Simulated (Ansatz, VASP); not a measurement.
## GaN in VASP and in Ansatz

```
Ga N
1.0
     0.00000    2.27424    2.27424
     2.27424    0.00000    2.27424
     2.27424    2.27424    0.00000
Ga N
1 1
Direct
  0.00000 0.00000 0.00000
  0.25000 0.25000 0.25000
```

Alike in both runs: functional PBE; k mesh 10 × 10 × 10; occupations gaussian, width 0.02 eV; no spin polarisation.

Ansatz relaxed the structure, and its values are those at the end. VASP's run is a single point on that final structure, the one shown.

```csv
,VASP,Ansatz
version,VASP 6.6.1,Ansatz 0.2.0
potentials or method,"VASP PAW PBE potentials, release 64 (Ga_d, N), cutoff 600 eV","scalar-relativistic, plane waves, PAW"
valence electrons in the cell,18,18
```

VASP gave:

- gap on the k mesh at the Fermi level (eV): 1.55
- least direct gap on the mesh (eV): 1.55
- pressure (GPa): 0.0

What did Ansatz give for the same quantities?

gap on the k mesh at the Fermi level (eV): 1.54; least direct gap on the mesh (eV): 1.54; pressure (GPa): 0.0.
